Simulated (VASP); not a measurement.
A run of VASP 6.6.1 is set up as follows.

INCAR

```
SYSTEM = Al7Ru8
  PREC = Accurate
  ENCUT = 520
  EDIFF = 1E-7
  ISMEAR = -1
  SIGMA = 0.1
  LREAL = Auto
  LASPH = .TRUE.
  NELM = 60
  ALGO = Normal
  ISIF = 2
  LWAVE = .FALSE.
  LCHARG = .FALSE.
  GGA = PS
  NBANDS = 80
```

KPOINTS

```
Automatic mesh
0
G
  2 2 2
  0 0 0
```

Contents of POSCAR:

```
Al7Ru8
1.0
    6.0601640000      0.0000000000      0.0000000000
    0.0000000000      6.0601640000      0.0000000000
    0.0000000000      0.0000000000      6.0601640000
Ru Al
8 7
Direct
    0.2485610950      0.2524522439      0.2505331539
    0.2485551546      0.2523718830      0.7468627912
    0.2485833717      0.7487546542      0.2505161576
    0.2485515243      0.7488155436      0.7468702167
    0.7521812941      0.2524520789      0.2505021316
    0.7522045608      0.2523545567      0.7469038792
    0.7521642979      0.7487599345      0.2504833203
    0.7521720534      0.7488478860      0.7469347364
    0.0004188005      0.0006029540     -0.0012281846
    0.0003513106      0.0005404144      0.4986378256
    0.0003886033      0.5006062542     -0.0013719101
   -0.4995665134      0.5006087294      0.4987721454
    0.5003443801      0.0006166500     -0.0012570617
    0.5003935537      0.0006019639      0.4986475614
    0.5003562610      0.5005661563     -0.0013590391
```

Potentials or basis: VASP PAW PBE potentials, release 64 (Ru_pv, Al).

The run is started by

```console
$ cat potpaw_PBE.64/Ru_pv/POTCAR potpaw_PBE.64/Al/POTCAR > POTCAR
$ mpirun -np 1 vasp_std > vasp.out
```

Estimate the band gap on the k mesh.

zero (an odd number of electrons rules out a gap without spin polarisation).

Estimate the pressure.

-15.8 GPa.

Forces in eV/Å, atoms in the order of the input:
```
Ru  -0.002  0.001  0.003
Ru  -0.002  0.001 -0.001
Ru  -0.003 -0.003  0.002
Ru   0.000 -0.003  0.000
Ru   0.002 -0.001  0.003
Ru   0.001  0.003 -0.002
Ru   0.002 -0.001  0.003
Ru   0.001 -0.004 -0.002
Al  -0.001  0.001 -0.002
Al   0.001  0.003  0.000
Al   0.000  0.000  0.000
Al  -0.001  0.000 -0.002
Al   0.001  0.000 -0.001
Al   0.000  0.001  0.000
Al   0.001  0.002  0.000
```

Caveat: the k points lie up to 0.52 Å⁻¹ apart, too coarse for converged energies and pressures of a metal; the PAW data sets were made with another functional, which shifts forces and pressure a little.
